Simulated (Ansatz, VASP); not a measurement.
# Au: VASP beside Ansatz

```xyz
1
Lattice="2.7482 0.0000 0.0000 0.0000 2.7482 0.0000 0.0000 0.0000 2.7482" Properties=species:S:1:pos:R:3 pbc="T T T"
Au    0.0000    0.0000    0.0000
```

Alike in both runs: functional PBE; k mesh 12 × 12 × 12; occupations gaussian, width 0.1 eV; no spin polarisation.

Ansatz relaxed the structure, and its values are those at the end. VASP's run is a single point on that final structure, the one shown.

|  | VASP | Ansatz |
| --- | --- | --- |
| version | VASP 6.6.1 | Ansatz 0.2.0 |
| potentials or method | VASP PAW PBE potentials, release 64 (Au), cutoff 500 eV | scalar-relativistic, plane waves, PAW |
| valence electrons in the cell | 11 | 19 |

Ansatz gave:

- gap on the k mesh at the Fermi level (eV): none
- pressure (GPa): -0.1

Q: Which values does VASP return?

A: gap on the k mesh at the Fermi level (eV): none; pressure (GPa): -0.2.

A gap of «none» marks a metal or a gap that the smearing closes. The functional is the same, so the differences come from potentials, cutoffs and numerics. VASP's potentials hold 11 valence electrons a cell and Ansatz's 19, so a difference there can come from the potentials and not from the codes.

Neither program's run includes spin-orbit coupling.
